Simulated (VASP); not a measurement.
# MoS2 (R3m) in VASP: single point with r2SCAN

Aim: the single point of MoS2 with r2SCAN.

Everything below comes from runs of VASP 6.6.1. Logs are shortened: lines on timing, memory, paths and dates and some standing lists are left out, and cuts for length are marked.

## 1. The cell of the first run

The structure is trigonal, space group R3m (No. 160). Conventional cell: a = 3.244 Å, b = 3.244 Å, c = 18.985 Å, α = 90.00°, β = 90.00°, γ = 120.00°. Mo (site symmetry 3m) has 6 S at 2.42 Å and 6 Mo at 3.24 Å within 3.3 Å. S (site symmetry 3m) has 3 Mo at 2.42 Å and 7 S at 3.07 to 3.24 Å within 3.3 Å. S (site symmetry 3m) has 3 Mo at 2.42 Å and 7 S at 3.07 to 3.24 Å within 3.3 Å.

## 2. Single point, r2SCAN (strain +2.2%)

Contents of POSCAR:

```
MoS2
1.0
    1.6220414536      0.9364860699      6.3283480886
   -1.6220414536      0.9364860699      6.3283480886
    0.0000000000     -1.8729721397      6.3283480886
Mo S
1 2
Direct
   -0.0000084520     -0.0000084520     -0.0000084520
    0.4142384035      0.4142384035      0.4142384035
    0.2524367152      0.2524367152      0.2524367152
```

Contents of INCAR.step1:

```
PREC = Accurate ; ENCUT = 520
ISMEAR = 0 ; SIGMA = 0.01
LREAL = F ; LASPH = T
NELM = 100 ; NBANDS = 20
GGA = PE ; ALGO = Normal
EDIFF = 1E-4 ; LWAVE = T
LCHARG = F
```

Contents of INCAR.step2:

```
PREC = Accurate ; ENCUT = 520
EDIFF = 1E-6 ; ISMEAR = 0
SIGMA = 0.01 ; LREAL = F
LASPH = T ; NELM = 100
ALGO = Normal ; ISIF = 2
LWAVE = F ; LCHARG = F
METAGGA = R2SCAN ; LMIXTAU = T
NBANDS = 20 ; ISTART = 1
```

Contents of KPOINTS:

```
Automatic mesh
0
Gamma
  10 10 10
```

Potentials or basis: VASP PAW PBE potentials, release 64 (Mo_sv, S).

Started as:

```sh
cat potpaw_PBE.64/Mo_sv/POTCAR potpaw_PBE.64/S/POTCAR > POTCAR
cp INCAR.step1 INCAR
mpirun -np 1 vasp_std > vasp.out
cp INCAR.step2 INCAR
mpirun -np 1 vasp_std > vasp.out
```

OUTCAR:

```text
PREC = Accurate
   ENCUT = 520
   EDIFF = 1E-6
   ISMEAR = 0
   LREAL = F
   LASPH = T
   NELM = 100
   ISIF = 2
   METAGGA = R2SCAN
   ISTART = 1

 ion  position               nearest neighbor table
   1  1.000  1.000  1.000-   3 2.42   3 2.42   3 2.42   2 2.42   2 2.42   2 2.42
   2  0.414  0.414  0.414-   1 2.42   1 2.42   1 2.42
   3  0.252  0.252  0.252-   1 2.42   1 2.42   1 2.42

  LATTYP: Found a trigonal (rhomboedric) cell.
 ALAT       =     6.5996980360
 COS(alpha) =     0.8791891991

  Lattice vectors:

 A1 = (   1.6220414536,   0.9364860699,   6.3283480886)
 A2 = (  -1.6220414536,   0.9364860699,   6.3283480886)
 A3 = (   0.0000000000,  -1.8729721397,   6.3283480886)

Analysis of symmetry for initial positions (statically):
=====================================================================
 Subroutine PRICEL returns:
 Original cell was already a primitive cell.

 Routine SETGRP: Setting up the symmetry group for a
 trigonal (rhombohedral) supercell.

 Subroutine GETGRP returns: Found  6 space group operations
 (whereof  6 operations were pure point group operations)
 out of a pool of 12 trial point group operations.

The static configuration has the point symmetry C_3v.

Analysis of symmetry for dynamics (positions and initial velocities):
=====================================================================
 Subroutine PRICEL returns:
 Original cell was already a primitive cell.

 Routine SETGRP: Setting up the symmetry group for a
 trigonal (rhombohedral) supercell.

 Subroutine GETGRP returns: Found  6 space group operations
 (whereof  6 operations were pure point group operations)
 out of a pool of 12 trial point group operations.

The dynamic configuration has the point symmetry C_3v.

 Subroutine INISYM returns: Found  6 space group operations
 (whereof  6 operations are pure point group operations),
 and found     1 'primitive' translations

----------------------------------------------------------------------------------------

                                     Primitive cell

  volume of cell :      57.6773

  direct lattice vectors                    reciprocal lattice vectors
     1.622041454  0.936486070  6.328348089     0.308253528  0.177970257  0.052673040
    -1.622041454  0.936486070  6.328348089    -0.308253528  0.177970257  0.052673040
     0.000000000 -1.872972140  6.328348089     0.000000000 -0.355940514  0.052673040

  length of vectors
     6.599698036  6.599698036  6.599698036     0.359816757  0.359816757  0.359816757

  position of ions in fractional coordinates (direct lattice)
     0.999991548  0.999991548  0.999991548
     0.414238404  0.414238404  0.414238404
     0.252436715  0.252436715  0.252436715

  ion indices of the primitive-cell ions
   primitive index   ion index
                 1           1
                 2           2
                 3           3

----------------------------------------------------------------------------------------

 KPOINTS: Automatic mesh

Automatic generation of k-mesh.
 Grid dimensions read from file:
 generate k-points for:   10   10   10

 Generating k-lattice:

  Cartesian coordinates                     Fractional coordinates (reciprocal lattice)
     0.030825353  0.017797026  0.005267304     0.100000000  0.000000000  0.000000000
    -0.030825353  0.017797026  0.005267304     0.000000000  0.100000000  0.000000000
     0.000000000 -0.035594051  0.005267304     0.000000000  0.000000000  0.100000000

  Length of vectors
     0.035981676  0.035981676  0.035981676

  Shift w.r.t. Gamma in fractional coordinates (k-lattice)
     0.000000000  0.000000000  0.000000000

 Subroutine IBZKPT returns following result:
 ===========================================

 Found    116 irreducible k-points:

 Following reciprocal coordinates:
            Coordinates               Weight
  0.000000  0.000000  0.000000      1.000000
  0.100000 -0.000000  0.000000      6.000000
  0.200000 -0.000000  0.000000      6.000000
  0.300000  0.000000  0.000000      6.000000
  0.400000  0.000000  0.000000      6.000000
  0.500000  0.000000 -0.000000      3.000000
[... 16 lines left out ...]
  0.300000  0.300000  0.000000      6.000000
  0.400000  0.300000 -0.000000     12.000000
 [... further k-points ...]
   k-points           NKPTS =    116   k-points in BZ     NKDIM =    116   number of bands    NBANDS=     20
   number of dos      NEDOS =    301   number of ions     NIONS =      3
   total plane-waves  NPLWV = 125000
   dimension x,y,z NGX =    50 NGY =   50 NGZ =   50
   dimension x,y,z NGXF=   100 NGYF=  100 NGZF=  100
   ions per type =               1   2
   NGX,Y,Z   is equivalent  to a cutoff of  12.59, 12.59, 12.59 a.u.
   NGXF,Y,Z  is equivalent  to a cutoff of  25.19, 25.19, 25.19 a.u.
 SYSTEM =  unknown system
   PREC   = accura    normal or accurate (medium, high low for compatibility)
   ISTART =      1    job   : 0-new  1-cont  2-samecut
   ICHARG =      0    charge: 1-file 2-atom 10-const
   ISPIN  =      1    spin polarized calculation?
   LNONCOLLINEAR =      F non collinear calculations
   LSORBIT =      F    spin-orbit coupling
   LASPH  =      T    aspherical Exc in radial PAW
   ENCUT  =  520.0 eV  38.22 Ry    6.18 a.u.  12.27 12.27 12.27*2*pi/ulx,y,z
   NELM   =    100;   NELMIN=  2; NELMDL=  0     # of ELM steps
   EDIFF  = 0.1E-05   stopping-criterion for ELM
   LREAL  =      F    real-space projection
   EDIFFG = 0.1E-04   stopping-criterion for IOM
   NSW    =      0    number of steps for IOM
   IBRION =     -1    ionic relax: 0-MD 1-quasi-New 2-CG
   NFREE  =      0    steps in history (QN), initial steepest desc. (CG)
   ISIF   =      2    stress and relaxation
   ISYM   =      2    0-nonsym 1-usesym 2-fastsym
   POTIM  = 0.5000    time-step for ionic-motion
   TEBEG  =    0.0;   TEEND  =   0.0 temperature during run
   PSTRESS=    0.0 pullay stress
   NELECT =      26.0000    total number of electrons
   NUPDOWN=      -1.0000    fix difference up-down
   EMIN   =  10.00;   EMAX   =-10.00  energy-range for DOS
   EFERMI =   0.00;   METHOD = LEGACY
   ISMEAR =     0;   SIGMA  =   0.01  broadening in eV -4-tet -1-fermi 0-gaus
   EFERMI_NEDOS =   21; number of points for ismear=-14 and -15
   IALGO  =     38    algorithm
   IMIX   =      4    mixing-type and parameters
     AMIX     =   0.40;   BMIX     =  1.00
     AMIX_MAG =   1.60;   BMIX_MAG =  1.00
  volume/ion in A,a.u.               =      19.23       129.74
  Fermi-wavevector in a.u.,A,eV,Ry     =   1.255252  2.372083 21.438129  1.575658
  Thomas-Fermi vector in A             =   2.389018
   LORBIT       =      0    0 simple, 1 ext, 2 COOP (PROOUT), +10 PAW based schemes
   METAGGA = R2SCAN    functional components
   LHFCALC =     F    Hartree Fock is set to
   AEXX    =    0.0000 exact exchange contribution
   IVDW    =     0    specifies the selected vdW correction
   LEPSILON=     F    determine dielectric tensor
   LRPA    =     F    only Hartree local field effects (RPA)
 non-spin polarized calculation
 Gauss-broadening in eV      SIGMA  =   0.01
  energy-cutoff  :      520.00
  volume of cell :       57.68
 maximum number of plane-waves:      1574
 NGX is ok and might be reduce to    50
   NGX = 25   NGY = 25   NGZ = 25

 number of electron      26.0000001 magnetization

 Free energy of the ion-electron system (eV)
  ---------------------------------------------------
  ext. energy  EPLUGINS =         0.00000000
  ---------------------------------------------------
  free energy    TOTEN  =       -45.00930972 eV

  energy without entropy =      -45.00930972  energy(sigma->0) =      -45.00930972

 E-fermi :   6.6818     XC(G=0): -11.0228

 val. band max:        6.5670900465   @ k =   0.5000   0.5000   0.5000
 cond. band min:       7.4325737900   @ k =  -0.3000   0.3000   0.0000
 fundamental gap:      0.8654837435
 Fermi energy:         6.6817900086

 k-point     1 :       0.0000    0.0000    0.0000
  band No.  band energies     occupation
      1     -57.0764      2.00000
      2     -30.4493      2.00000
      3     -30.3088      2.00000
      4     -30.3088      2.00000
      5      -8.9267      2.00000
      6      -7.2775      2.00000
[... 12 lines left out ...]
     19      15.0354      0.00000
     20      15.1320      0.00000

 k-point     2 :       0.1000   -0.0000    0.0000
  band No.  band energies     occupation
      1     -57.0734      2.00000
      2     -30.4428      2.00000
      3     -30.3411      2.00000
      4     -30.3162      2.00000
      5      -8.7833      2.00000
      6      -7.2345      2.00000
[... 12 lines left out ...]
     19      15.1600      0.00000
     20      15.7258      0.00000

 k-point     3 :       0.2000   -0.0000    0.0000
  band No.  band energies     occupation
      1     -57.0653      2.00000
      2     -30.4260      2.00000
      3     -30.4249      2.00000
      4     -30.3354      2.00000
      5      -8.3869      2.00000
      6      -7.1156      2.00000
[... 12 lines left out ...]
     19      15.4597      0.00000
     20      15.8888      0.00000

 k-point     4 :       0.3000    0.0000    0.0000
  band No.  band energies     occupation
      1     -57.0553      2.00000
      2     -30.5269      2.00000
      3     -30.4051      2.00000
      4     -30.3590      2.00000
      5      -7.8423      2.00000
      6      -6.9547      2.00000
[... 12 lines left out ...]
     19      14.4453      0.00000
     20      15.1096      0.00000

 k-point     5 :       0.4000    0.0000    0.0000
  band No.  band energies     occupation
      1     -57.0472      2.00000
      2     -30.6082      2.00000
      3     -30.3882      2.00000
      4     -30.3780      2.00000
      5      -7.3375      2.00000
      6      -6.8117      2.00000
[... 12 lines left out ...]
     19      14.0126      0.00000
     20      14.4523      0.00000

 k-point     6 :       0.5000    0.0000   -0.0000
  band No.  band energies     occupation
      1     -57.0441      2.00000
      2     -30.6390      2.00000
      3     -30.3853      2.00000
      4     -30.3817      2.00000
      5      -7.1223      2.00000
      6      -6.7546      2.00000
[... 12 lines left out ...]
     19      13.9020      0.00000
     20      14.3400      0.00000

 k-point     7 :       0.1000    0.1000    0.0000
  band No.  band energies     occupation
      1     -57.0734      2.00000
      2     -30.4428      2.00000
      3     -30.3411      2.00000
      4     -30.3162      2.00000
      5      -8.7787      2.00000
      6      -7.2429      2.00000
[... 12 lines left out ...]
     19      15.1876      0.00000
     20      15.7415      0.00000
[... 277 lines left out ...]
 k-point    20 :      -0.4000    0.2000    0.0000
  band No.  band energies     occupation
      1     -57.0416      2.00000
      2     -30.6014      2.00000
      3     -30.4557      2.00000
      4     -30.3765      2.00000
      5      -6.9618      2.00000
      6      -6.6882      2.00000
[... 12 lines left out ...]
     19      15.3142      0.00000
     20      15.6979      0.00000

 k-point    21 :      -0.3000    0.2000    0.0000
  band No.  band energies     occupation
      1     -57.0441      2.00000
      2     -30.5866      2.00000
      3     -30.4394      2.00000
      4     -30.3817      2.00000
      5      -7.1503      2.00000
      6      -6.7280      2.00000
[... 12 lines left out ...]
     19      14.9254      0.00000
     20      15.8186      0.00000

 k-point    22 :      -0.2000    0.2000    0.0000
  band No.  band energies     occupation
      1     -57.0507      2.00000
      2     -30.5443      2.00000
      3     -30.4000      2.00000
      4     -30.3954      2.00000
      5      -7.5794      2.00000
      6      -6.8530      2.00000
[... 12 lines left out ...]
     19      15.0161      0.00000
     20      15.8434      0.00000

 k-point    23 :       0.3000    0.3000    0.0000
  band No.  band energies     occupation
      1     -57.0553      2.00000
      2     -30.5269      2.00000
      3     -30.4051      2.00000
      4     -30.3590      2.00000
      5      -7.8077      2.00000
      6      -7.0040      2.00000
[... 12 lines left out ...]
     19      14.8343      0.00000
     20      15.2362      0.00000

 k-point    24 :       0.4000    0.3000   -0.0000
  band No.  band energies     occupation
      1     -57.0497      2.00000
      2     -30.5697      2.00000
      3     -30.3934      2.00000
      4     -30.3860      2.00000
      5      -7.4652      2.00000
      6      -6.9056      2.00000
[... 12 lines left out ...]
     19      14.5554      0.00000
     20      15.3869      0.00000

 [... further k-points ...]

------------------------ aborting loop because EDIFF is reached ----------------------------------------

  FORCE on cell =-STRESS in cart. coord.  units (eV):
  Direction    XX          YY          ZZ          XY          YZ          ZX
  --------------------------------------------------------------------------------------
  -------------------------------------------------------------------------------------
  Total       -1.7163288     -1.7163288     -0.0446941      0.0000000     -0.0000000     -0.0000000
  in kB      -47.6767012    -47.6767012     -1.2415263      0.0000000     -0.0000000     -0.0000000
  external PRESSURE =     -32.1983096 kB  Pullay stress =       0.0000000 kB

 VOLUME and BASIS-vectors are now :
 -----------------------------------------------------------------------------
  energy-cutoff  :      520.00
  volume of cell :       57.68
      direct lattice vectors                 reciprocal lattice vectors
     1.622041454  0.936486070  6.328348089     0.308253528  0.177970257  0.052673040
    -1.622041454  0.936486070  6.328348089    -0.308253528  0.177970257  0.052673040
     0.000000000 -1.872972140  6.328348089     0.000000000 -0.355940514  0.052673040

 POSITION                                       TOTAL-FORCE (eV/Angst)
 -----------------------------------------------------------------------------------
      0.00000      0.00000     18.98488         0.000000      0.000000      0.000523
      0.00000      0.00000      7.86433         0.000000     -0.000000     -0.049493
      0.00000      0.00000      4.79252         0.000000      0.000000      0.048970
 -----------------------------------------------------------------------------------
    total drift:                                0.000000     -0.000000      0.000049

  FREE ENERGIE OF THE ION-ELECTRON SYSTEM (eV)
  ---------------------------------------------------
  free  energy   TOTEN  =       -45.0093097164 eV

  energy  without entropy=      -45.0093097164  energy(sigma->0) =      -45.00930972
```

Run time: 19 min. Hardware: 1 thread of AMD EPYC 9R14 (Zen 4), shared host; peak memory 0.43 GiB.

What came out:

| Quantity | Value |
| --- | --- |
| Free energy | -45.0093 eV |
| Pressure | -3.2 GPa |
| Largest force | 0.049 eV/Å |
| Band gap on the k mesh | 0.87 eV (least direct gap 1.84 eV) |

Forces in eV/Å, atoms in the order of the input:
```
Mo   0.000  0.000  0.001
S    0.000  0.000 -0.049
S    0.000  0.000  0.049
```

Caveat: the cell differs from its parent crystal (strain +2.2%); the cell stands under tension; the PAW data sets were made with another functional, which shifts forces and pressure a little. A k mesh can miss the band edges.
